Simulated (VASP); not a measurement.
# Hf (P6_3/mmc) in VASP: single point with PBEsol+D4

Aim: the single point of Hf with PBEsol+D4.

Everything below comes from runs of VASP 6.6.1. Logs are shortened: lines on timing, memory, paths and dates and some standing lists are left out, and cuts for length are marked.

## 1. The cell of the first run

It takes space group P6_3/mmc (No. 194, hexagonal). The conventional cell has a = 3.152 Å, b = 3.152 Å, c = 4.983 Å, α = 90.00°, β = 90.00°, γ = 120.00°. Within 4.1 Å of Hf (site symmetry -6m2) lie 12 Hf at 3.09 to 3.15 Å.

## 2. Single point, PBEsol+D4

The input, INCAR:

```
ALGO = Normal
EDIFF = 1E-6
ENCUT = 500
GGA = PS
GGA_COMPAT = F
ISIF = 2
ISMEAR = 0
IVDW = 13
LASPH = T
LCHARG = F
LREAL = F
LWAVE = F
NBANDS = 17
NELM = 120
PREC = Accurate
SIGMA = 0.1
```

The input, KPOINTS:

```
k-points
0
Gamma
  15 15 8
```

The input, POSCAR:

```
Hf
1.0
    3.1519692842      0.0000000000      0.0000000000
   -1.5759846421      2.7296854721      0.0000000000
    0.0000000000      0.0000000000      4.9826085315
Hf
2
Direct
    0.3333333333      0.6666666667      0.2500000000
    0.6666666667      0.3333333333      0.7500000000
```

Potentials or basis: VASP PAW PBE potentials, release 64 (Hf_pv).

The run is started by

```
> cat potpaw_PBE.64/Hf_pv/POTCAR > POTCAR
> mpirun -np 1 vasp_std > vasp.out
```

OUTCAR:

```text
EDIFF = 1E-6
   ENCUT = 500
   GGA = PS
   ISIF = 2
   ISMEAR = 0
   IVDW = 13
   LASPH = T
   LREAL = F
   NELM = 120
   PREC = Accurate

 ion  position               nearest neighbor table
   1  0.333  0.667  0.250-   2 3.09   2 3.09   2 3.09   2 3.09   2 3.09   2 3.09
   2  0.667  0.333  0.750-   1 3.09   1 3.09   1 3.09   1 3.09   1 3.09   1 3.09

  LATTYP: Found a hexagonal cell.
 ALAT       =     3.1519692842
 C/A-ratio  =     1.5807922230

  Lattice vectors:

 A1 = (   3.1519692842,   0.0000000000,   0.0000000000)
 A2 = (  -1.5759846421,   2.7296854721,   0.0000000000)
 A3 = (   0.0000000000,   0.0000000000,   4.9826085315)

Analysis of symmetry for initial positions (statically):
=====================================================================
 Subroutine PRICEL returns:
 Original cell was already a primitive cell.

 Routine SETGRP: Setting up the symmetry group for a
 hexagonal supercell.

 Subroutine GETGRP returns: Found 24 space group operations
 (whereof 12 operations were pure point group operations)
 out of a pool of 24 trial point group operations.

The static configuration has the point symmetry D_3d.
 The point group associated with its full space group is D_6h.

Analysis of symmetry for dynamics (positions and initial velocities):
=====================================================================
 Subroutine PRICEL returns:
 Original cell was already a primitive cell.

 Routine SETGRP: Setting up the symmetry group for a
 hexagonal supercell.

 Subroutine GETGRP returns: Found 24 space group operations
 (whereof 12 operations were pure point group operations)
 out of a pool of 24 trial point group operations.

The dynamic configuration has the point symmetry D_3d.
 The point group associated with its full space group is D_6h.

 Subroutine INISYM returns: Found 24 space group operations
 (whereof 12 operations are pure point group operations),
 and found     1 'primitive' translations

----------------------------------------------------------------------------------------

                                     Primitive cell

  volume of cell :      42.8698

  direct lattice vectors                    reciprocal lattice vectors
     3.151969284  0.000000000  0.000000000     0.317261975  0.183171287  0.000000000
    -1.575984642  2.729685472  0.000000000     0.000000000  0.366342573  0.000000000
     0.000000000  0.000000000  4.982608532     0.000000000  0.000000000  0.200698087

  length of vectors
     3.151969284  3.151969284  4.982608532     0.366342573  0.366342573  0.200698087

  position of ions in fractional coordinates (direct lattice)
     0.333333333  0.666666667  0.250000000
     0.666666667  0.333333333  0.750000000

  ion indices of the primitive-cell ions
   primitive index   ion index
                 1           1
                 2           2

----------------------------------------------------------------------------------------

 KPOINTS: k-points

Automatic generation of k-mesh.
 Grid dimensions read from file:
 generate k-points for:   15   15    8

 Generating k-lattice:

  Cartesian coordinates                     Fractional coordinates (reciprocal lattice)
     0.021150798  0.012211419  0.000000000     0.066666667  0.000000000  0.000000000
     0.000000000  0.024422838  0.000000000     0.000000000  0.066666667  0.000000000
     0.000000000  0.000000000  0.025087261     0.000000000  0.000000000  0.125000000

  Length of vectors
     0.024422838  0.024422838  0.025087261

  Shift w.r.t. Gamma in fractional coordinates (k-lattice)
     0.000000000  0.000000000  0.000000000

 Subroutine IBZKPT returns following result:
 ===========================================

 Found    135 irreducible k-points:

 Following reciprocal coordinates:
            Coordinates               Weight
  0.000000  0.000000  0.000000      1.000000
  0.066667  0.000000  0.000000      6.000000
  0.133333  0.000000  0.000000      6.000000
  0.200000  0.000000  0.000000      6.000000
  0.266667  0.000000  0.000000      6.000000
  0.333333  0.000000  0.000000      6.000000
[... 16 lines left out ...]
  0.333333  0.200000  0.000000     12.000000
  0.400000  0.200000  0.000000      6.000000
 [... further k-points ...]
   k-points           NKPTS =    135   k-points in BZ     NKDIM =    135   number of bands    NBANDS=     17
   number of dos      NEDOS =    301   number of ions     NIONS =      2
   total plane-waves  NPLWV =  20736
   dimension x,y,z NGX =    24 NGY =   24 NGZ =   36
   dimension x,y,z NGXF=    48 NGYF=   48 NGZF=   72
   ions per type =               2
   NGX,Y,Z   is equivalent  to a cutoff of  12.66, 12.66, 12.01 a.u.
   NGXF,Y,Z  is equivalent  to a cutoff of  25.32, 25.32, 24.02 a.u.
 SYSTEM =  unknown system
   PREC   = accura    normal or accurate (medium, high low for compatibility)
   ISTART =      0    job   : 0-new  1-cont  2-samecut
   ICHARG =      2    charge: 1-file 2-atom 10-const
   ISPIN  =      1    spin polarized calculation?
   LNONCOLLINEAR =      F non collinear calculations
   LSORBIT =      F    spin-orbit coupling
   LASPH  =      T    aspherical Exc in radial PAW
   ENCUT  =  500.0 eV  36.75 Ry    6.06 a.u.   5.75  5.75  9.08*2*pi/ulx,y,z
   NELM   =    120;   NELMIN=  2; NELMDL= -5     # of ELM steps
   EDIFF  = 0.1E-05   stopping-criterion for ELM
   LREAL  =      F    real-space projection
   EDIFFG = 0.1E-04   stopping-criterion for IOM
   NSW    =      0    number of steps for IOM
   IBRION =     -1    ionic relax: 0-MD 1-quasi-New 2-CG
   NFREE  =      0    steps in history (QN), initial steepest desc. (CG)
   ISIF   =      2    stress and relaxation
   ISYM   =      2    0-nonsym 1-usesym 2-fastsym
   POTIM  = 0.5000    time-step for ionic-motion
   TEBEG  =    0.0;   TEEND  =   0.0 temperature during run
   PSTRESS=    0.0 pullay stress
   NELECT =      20.0000    total number of electrons
   NUPDOWN=      -1.0000    fix difference up-down
   EMIN   =  10.00;   EMAX   =-10.00  energy-range for DOS
   EFERMI =   0.00;   METHOD = LEGACY
   ISMEAR =     0;   SIGMA  =   0.10  broadening in eV -4-tet -1-fermi 0-gaus
   EFERMI_NEDOS =   21; number of points for ismear=-14 and -15
   IALGO  =     38    algorithm
   IMIX   =      4    mixing-type and parameters
     AMIX     =   0.40;   BMIX     =  1.00
     AMIX_MAG =   1.60;   BMIX_MAG =  1.00
  volume/ion in A,a.u.               =      21.43       144.65
  Fermi-wavevector in a.u.,A,eV,Ry     =   1.269700  2.399385 21.934463  1.612138
  Thomas-Fermi vector in A             =   2.402727
   LORBIT       =      0    0 simple, 1 ext, 2 COOP (PROOUT), +10 PAW based schemes
   GGA     = PS    functional components
   LHFCALC =     F    Hartree Fock is set to
   AEXX    =    0.0000 exact exchange contribution
   IVDW    =    13    specifies the selected vdW correction
   LEPSILON=     F    determine dielectric tensor
   LRPA    =     F    only Hartree local field effects (RPA)
 non-spin polarized calculation
 Gauss-broadening in eV      SIGMA  =   0.10
  energy-cutoff  :      500.00
  volume of cell :       42.87
 maximum number of plane-waves:      1100
 NGX is ok and might be reduce to    24
   NGX = 11   NGY = 11   NGZ = 19

 number of electron      19.9999995 magnetization

 Free energy of the ion-electron system (eV)
  ---------------------------------------------------
  ext. energy  EPLUGINS =         0.00000000
  ---------------------------------------------------
  free energy    TOTEN  =       -21.00976099 eV

  energy without entropy =      -21.00234125  energy(sigma->0) =      -21.00605112

 E-fermi :   5.0637     XC(G=0): -11.5884

 val. band max:        5.0570481264   @ k =   0.0667   0.0667   0.1250
 cond. band min:       5.0717863109   @ k =   0.0667   0.0000   0.5000
 fundamental gap:      0.0147381845
 Fermi energy:         5.0636926511

 k-point     1 :       0.0000    0.0000    0.0000
  band No.  band energies     occupation
      1     -25.9516      2.00000
      2     -25.0871      2.00000
      3     -25.0871      2.00000
      4     -24.9428      2.00000
      5     -24.9391      2.00000
      6     -24.9391      2.00000
[... 9 lines left out ...]
     16       7.7573      0.00000
     17      10.6141      0.00000

 k-point     2 :       0.0667    0.0000    0.0000
  band No.  band energies     occupation
      1     -25.9382      2.00000
      2     -25.1159      2.00000
      3     -25.0968      2.00000
      4     -24.9697      2.00000
      5     -24.9489      2.00000
      6     -24.9429      2.00000
[... 9 lines left out ...]
     16       7.6188      0.00000
     17      10.7297      0.00000

 k-point     3 :       0.1333    0.0000    0.0000
  band No.  band energies     occupation
      1     -25.8992      2.00000
      2     -25.1974      2.00000
      3     -25.1236      2.00000
      4     -25.0545      2.00000
      5     -24.9675      2.00000
      6     -24.9540      2.00000
[... 9 lines left out ...]
     16       7.6056      0.00000
     17      10.9973      0.00000

 k-point     4 :       0.2000    0.0000    0.0000
  band No.  band energies     occupation
      1     -25.8379      2.00000
      2     -25.3175      2.00000
      3     -25.1751      2.00000
      4     -25.1616      2.00000
      5     -24.9984      2.00000
      6     -24.9715      2.00000
[... 9 lines left out ...]
     16       8.2086      0.00000
     17      11.2893      0.00000
[... 343 lines left out ...]
      1     -25.6027      2.00000
      2     -25.5688      2.00000
      3     -25.5218      2.00000
      4     -25.3115      2.00000
      5     -25.1659      2.00000
      6     -25.1502      2.00000
[... 9 lines left out ...]
     16      11.3026      0.00000
     17      11.6731      0.00000

 k-point    23 :       0.3333    0.2000    0.0000
  band No.  band energies     occupation
      1     -25.6621      2.00000
      2     -25.5227      2.00000
      3     -25.4937      2.00000
      4     -25.3765      2.00000
      5     -25.2240      2.00000
      6     -25.1811      2.00000
[... 9 lines left out ...]
     16      11.2850      0.00000
     17      12.2616      0.00000

 k-point    24 :       0.4000    0.2000    0.0000
  band No.  band energies     occupation
      1     -25.6827      2.00000
      2     -25.5150      2.00000
      3     -25.4572      2.00000
      4     -25.4079      2.00000
      5     -25.2545      2.00000
      6     -25.1916      2.00000
[... 9 lines left out ...]
     16      11.2778      0.00000
     17      11.7829      0.00000

 [... further k-points ...]

------------------------ aborting loop because EDIFF is reached ----------------------------------------

  DFT-D4 for vdW energy calculation

  Edisp (eV):   -0.25503

  FORCE on cell =-STRESS in cart. coord.  units (eV):
  Direction    XX          YY          ZZ          XY          YZ          ZX
  --------------------------------------------------------------------------------------
  -------------------------------------------------------------------------------------
  Total      -0.09262    -0.09262    -0.11762     0.00000    -0.00000     0.00000
  in kB      -3.46154    -3.46154    -4.39581     0.00000    -0.00000     0.00000
  external pressure =       -3.77 kB  Pullay stress =        0.00 kB

 VOLUME and BASIS-vectors are now :
 -----------------------------------------------------------------------------
  energy-cutoff  :      500.00
  volume of cell :       42.87
      direct lattice vectors                 reciprocal lattice vectors
     3.151969284  0.000000000  0.000000000     0.317261975  0.183171287  0.000000000
    -1.575984642  2.729685472  0.000000000     0.000000000  0.366342573  0.000000000
     0.000000000  0.000000000  4.982608532     0.000000000  0.000000000  0.200698087

 POSITION                                       TOTAL-FORCE (eV/Angst)
 -----------------------------------------------------------------------------------
     -0.00000      1.81979      1.24565        -0.000000     -0.000000      0.000000
      1.57598      0.90990      3.73696         0.000000      0.000000      0.000000
 -----------------------------------------------------------------------------------
    total drift:                               -0.000000      0.000000     -0.000000

  FREE ENERGIE OF THE ION-ELECTRON SYSTEM (eV)
  ---------------------------------------------------
  free  energy   TOTEN  =       -21.2647875006 eV

  energy  without entropy=      -21.2573677548  energy(sigma->0) =      -21.26107763
```

Run time: 30 s. Hardware: 1 thread of Intel Xeon Platinum 8559C (Emerald Rapids), shared host; peak memory 0.21 GiB.

Results:

* Free energy: -21.2648 eV
* Pressure: -0.4 GPa
* Band gap on the k mesh: zero (bands 10 and 11 overlap by 1.61 eV)
* Dispersion energy per atom: -0.128 eV

Stress tensor (GPa, compression positive):
```
-0.35  0.00  0.00
 0.00 -0.35  0.00
 0.00  0.00 -0.44
```

Caveat: the PAW data sets were made with another functional, which shifts forces and pressure a little; spin-orbit coupling is left out, which moves the levels of the heavy elements.
